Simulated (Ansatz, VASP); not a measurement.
GaSb3: VASP beside Ansatz

Contents of INCAR:

```
SYSTEM = GaSb3
PREC = Accurate
ENCUT = 520
EDIFF = 1E-6
ISMEAR = 0
SIGMA = 0.15
LREAL = .False.
LASPH = .True.
NELM = 60
ALGO = Normal
ISIF = 2
LWAVE = .False.
LCHARG = .False.
GGA = PS
IVDW = 12
NBANDS = 22
```

File KPOINTS:

```
regular mesh
0
Gamma
  10 10 10
  0 0 0
```

Contents of POSCAR:

```
GaSb3
1.0
    0.0000000000      3.5857729617      3.5857729617
    3.5857729617      0.0000000000      3.5857729617
    3.5857729617      3.5857729617      0.0000000000
Ga Sb
1 3
Direct
    0.0000000000      0.0000000000      0.0000000000
    0.2557170379      0.2442829621      0.2442829621
    0.7442829621      0.7557170379      0.7557170379
    0.5000000000      0.5000000000      0.5000000000
```

Input for Ansatz:

```yaml
crystal:
  lattice:
    - [0.0, 3.5857729617, 3.5857729617]
    - [3.5857729617, 0.0, 3.5857729617]
    - [3.5857729617, 3.5857729617, 0.0]
  atoms:
    - { symbol: Ga, position: [0.0, 0.0, 0.0] }
    - { symbol: Sb, position: [0.2557170379, 0.2442829621, 0.2442829621] }
    - { symbol: Sb, position: [0.7442829621, 0.7557170379, 0.7557170379] }
    - { symbol: Sb, position: [0.5, 0.5, 0.5] }
basis:
  ecutwfc: 420
kpoints:
  mp_grid: { grid: [10, 10, 10] }
hamiltonian:
  xc: pbesol
  pseudopotentials: { kind: paw, azcp: { folder: soft_1 } }
  dispersion: d3bj
scf:
  occupations: { method: gaussian, width: 0.15 }
output:
  forces: true
  stress: true
  eigenvalues: true
```

Change from the starting cell: mode 4 frozen in at -0.041 Å and mode 7 at -0.000 Å (largest displacements).

Alike in both runs: task single point; functional PBEsol; dispersion D3(BJ); k mesh 10 × 10 × 10; occupations gaussian, width 0.15 eV; no spin polarisation.

|  | VASP | Ansatz |
| --- | --- | --- |
| version | VASP 6.6.1 | Ansatz 0.2.0 |
| potentials or method | VASP PAW PBE potentials, release 64 (Ga_d, Sb), cutoff 520 eV | scalar-relativistic, plane waves, PAW |
| valence electrons in the cell | 28 | 58 |

|  | VASP | Ansatz | Ansatz less VASP |
| --- | --- | --- | --- |
| gap on the k mesh at the Fermi level (eV) | none | none | - |
| pressure (GPa) | 0.2 | 0.1 | -0.06 |
| traceless stress, the component that is largest in VASP (GPa) | -0.36 | -0.35 | +0.009 |
| rms of the force components (eV/Å) | 0.069 | 0.068 | -0.0012 |

VASP's potentials were made for PBE, not for PBEsol, and Ansatz warns of the same on its side. Atom by atom the forces differ by 0.001 eV/Å (rms over components). A gap of «none» marks a metal or a gap that the smearing closes. VASP's potentials hold 28 valence electrons a cell and Ansatz's 58, so a difference there can come from the potentials and not from the codes.

Spin-orbit coupling is off throughout.
